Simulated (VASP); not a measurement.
Input of a VASP 6.6.1 run:

POSCAR

```
BaZrO3
1.0
    4.2053549142      0.0000000000      0.0000000000
    0.0000000000      4.2053549142      0.0000000000
    0.0000000000      0.0000000000      4.2053549142
Ba Zr O
1 1 3
Direct
    0.0000000000      0.0000000000      0.0000000000
    0.5000000000      0.5000000000      0.5000000000
    0.5000000000      0.5000000000      0.0000000000
    0.5000000000      0.0000000000      0.5000000000
    0.0000000000      0.5000000000      0.5000000000
```

The input INCAR.step1:

```
SYSTEM = BaZrO3
ALGO = Normal ; EDIFF = 1E-4
ENCUT = 520 ; GGA = PE
GGA_COMPAT = .FALSE. ; ISMEAR = 0
LASPH = .TRUE. ; LCHARG = .FALSE.
LMAXMIX = 4 ; LREAL = .FALSE.
LSORBIT = .TRUE. ; LWAVE = .TRUE.
MAGMOM = 0 0 0 0 0 0 0 0 0 0 0 0 0 0 0 ; NBANDS = 55
NELM = 150 ; PREC = Accurate
SIGMA = 0.01
```

The input INCAR.step2:

```
SYSTEM = BaZrO3
ALGO = Normal ; EDIFF = 1E-7
ENCUT = 520 ; GGA_COMPAT = .FALSE.
ISIF = 2 ; ISMEAR = 0
ISTART = 1 ; LASPH = .TRUE.
LCHARG = .FALSE. ; LMAXMIX = 4
LMIXTAU = .TRUE. ; LORBIT = 11
LORBMOM = .TRUE. ; LREAL = .FALSE.
LSORBIT = .TRUE. ; LWAVE = .FALSE.
MAGMOM = 0 0 0 0 0 0 0 0 0 0 0 0 0 0 0 ; METAGGA = R2SCAN
NBANDS = 55 ; NELM = 150
PREC = Accurate ; SIGMA = 0.01
```

The input KPOINTS:

```
k-points
0
G
  6 6 6
  0 0 0
```

Potentials or basis: VASP PAW PBE potentials, release 64 (Ba_sv, Zr_sv, O).

The run is started by

```bash
$ cat potpaw_PBE.64/Ba_sv/POTCAR potpaw_PBE.64/Zr_sv/POTCAR potpaw_PBE.64/O/POTCAR > POTCAR
$ cp INCAR.step1 INCAR
$ mpirun -np 1 vasp_ncl > vasp.out
$ cp INCAR.step2 INCAR
$ mpirun -np 1 vasp_ncl > vasp.out
```

Estimate the pressure.

1.0 GPa.

What does it give for the net moment?

0.00 μB per cell.

Moments on the atoms (μB; x, y, z):
```
Ba  0.00 0.00 0.00
Zr  0.00 0.00 0.00
O   0.00 0.00 0.00
O   0.00 0.00 0.00
O   0.00 0.00 0.00
```

Caveat: the PAW data sets were made with another functional, which shifts forces and pressure a little.
